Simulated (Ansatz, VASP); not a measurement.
## LiF in VASP and in Ansatz

```
Li F
1.0
     0.00000    1.97372    2.01400
     1.97372    0.00000    2.01400
     1.97372    1.97372    0.00000
Li F
1 1
Direct
  0.00000 0.00000 0.00000
  0.50000 0.50000 0.50000
```

Change from the starting cell: equal xx and yy strain of -2 %, PAW files.

Alike in both runs: task electric field gradients; functional LDA; k mesh 10 × 10 × 10; occupations fermi-dirac, width 0.03 eV; no spin polarisation.

```csv
,VASP,Ansatz
version,VASP 6.6.1,Ansatz 0.2.0
potentials or method,"VASP PAW LDA potentials, release 64 (Li_sv, F)","PAW with Ansatz's default frozen-core files, scalar-relativistic"
plane-wave cutoff (eV),520,420
valence electrons in the cell,10,10
```

VASP gave:

| Item | Value |
| --- | --- |
| gap on the k mesh at the Fermi level (eV) | 9.17 |
| size of Vzz on the site where it differs most (V/Å²) | 1.0 |

Which values does Ansatz return?

gap on the k mesh at the Fermi level (eV): 9.18; size of Vzz on the site where it differs most (V/Å²): 0.8.

LDA's correlation is that of Perdew and Zunger in VASP and of Perdew and Wang (1992) in Ansatz.

Noted on VASP's run: the cutoff is short for stress, so the pressure is rough.
